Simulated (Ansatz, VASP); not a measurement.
Al3B2Sb in VASP and in Ansatz

The input INCAR:

```
SYSTEM = Al3B2Sb
PREC = Accurate
ENCUT = 600
EDIFF = 1E-6
ISMEAR = 0
SIGMA = 0.1
LREAL = .False.
LASPH = .True.
NELM = 100
ALGO = Fast
ISIF = 3
LWAVE = .False.
LCHARG = .False.
GGA = PE
IBRION = 2
NSW = 100
EDIFFG = -0.01
```

KPOINTS

```
regular mesh
0
Gamma
  12 12 12
  0 0 0
```

The input POSCAR:

```
Al3B2Sb
1.0
    5.5979989700      0.0000000000      0.0000000000
   -2.7989994900      4.8480093200      0.0000000000
    0.0000000000      0.0000000000      3.2295778900
Al B Sb
3 2 1
Direct
    0.0000000000      0.5000000000      0.0000000000
    0.5000000000      0.0000000000      0.0000000000
    0.5000000000      0.5000000000      0.0000000000
    0.3333333300      0.6666666700      0.5000000000
    0.6666666700      0.3333333300      0.5000000000
    0.0000000000      0.0000000000      0.5000000000
```

Input for Ansatz:

```yaml
crystal:
  lattice:
    - [5.59799897, 0.0, 0.0]
    - [-2.79899949, 4.84800932, 0.0]
    - [0.0, 0.0, 3.22957789]
  atoms:
    - { symbol: Al, position: [0.0, 0.5, 0.0] }
    - { symbol: Al, position: [0.5, 0.0, 0.0] }
    - { symbol: Al, position: [0.5, 0.5, 0.0] }
    - { symbol: B, position: [0.33333333, 0.66666667, 0.5] }
    - { symbol: B, position: [0.66666667, 0.33333333, 0.5] }
    - { symbol: Sb, position: [0.0, 0.0, 0.5] }
basis:
  ecutwfc: 420
kpoints:
  mp_grid: { grid: [12, 12, 12] }
hamiltonian:
  xc: pbe
scf:
  occupations: { method: gaussian, width: 0.1 }
output:
  forces: true
  stress: true
  eigenvalues: true
relax:
  adjacent_minimum: "off"
  f_tol: 0.01
  max_steps: 80
  cell: { stress_tol: 0.05 }
```

Change from the starting cell: species swapped into the GdB2Ir3 type (P6/mmm, No. 191).

Alike in both runs: task relaxation of cell and atoms; functional PBE; k mesh 12 × 12 × 12; occupations gaussian, width 0.1 eV; no spin polarisation.

|  | VASP | Ansatz |
| --- | --- | --- |
| version | VASP 6.6.1 | Ansatz 0.2.0 |
| potentials or method | VASP PAW PBE potentials, release 64 (Al, B, Sb), cutoff 600 eV | scalar-relativistic, plane waves, PAW |
| valence electrons in the cell | 20 | 30 |

|  | VASP | Ansatz | Ansatz less VASP |
| --- | --- | --- | --- |
| gap on the k mesh at the Fermi level, each at its own relaxed structure (eV) | none | none | - |
| relaxed volume (Å³/atom) | 14.65 | 14.65 | -0.003 |
| relaxed length of the cell vector where the two differ most in proportion (Å) | 3.234 | 3.234 | -0.0002 |

A gap of «none» marks a metal or a gap that the smearing closes. VASP's potentials hold 20 valence electrons a cell and Ansatz's 30, so a difference there can come from the potentials and not from the codes.

Neither program's run includes spin-orbit coupling. Noted on VASP's run: too few bands were computed for a metal, which touches its energy and stress.
